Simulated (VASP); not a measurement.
Runs of VASP 6.6.1 on Ba. The structure is that of space group I4/mmm (No. 139), or close to it. The cells are those of the table. 

```csv
cell,further INCAR settings,gap on the mesh (eV),pressure (GPa)
"a = 4.459, b = 4.459, c = 4.572 Å, angles 59.2, 59.2, 61.7°, 1 atom",ALGO = Fast; EDIFF = 1e-07; NBANDS = 11,none,0.0
"a = 4.577, b = 4.577, c = 4.343 Å, angles 61.7, 61.7, 56.6°, 1 atom",ALGO = Fast; EDIFF = 1e-06; NBANDS = 11,none,(a)
"a = 4.687, b = 4.687, c = 4.800 Å, angles 59.2, 59.2, 61.6°, 1 atom",ALGO = Fast; EDIFF = 1e-07; NBANDS = 11,none,-1.0
"a = 4.577, b = 4.577, c = 4.800 Å, angles 58.4, 58.4, 63.2°, 1 atom",ALGO = Fast; EDIFF = 1e-07; NBANDS = 11,none,-0.7
```

Alike in all rows: task single point; level PBE; potentials or basis VASP PAW PBE potentials, release 64 (Ba_sv); no spin polarisation; k mesh 14 × 14 × 14; cutoff (eV) 520; smearing gaussian 0.15 eV.

Question: Fill in the values left out.

Answer: (a) 0.1.

Caveats: spin-orbit coupling is left out, which moves the levels of the heavy elements.

A k mesh can miss the band edges, and the runs leave out spin-orbit coupling on Ba.

A gap of «none» marks levels without a gap at the run's occupations.
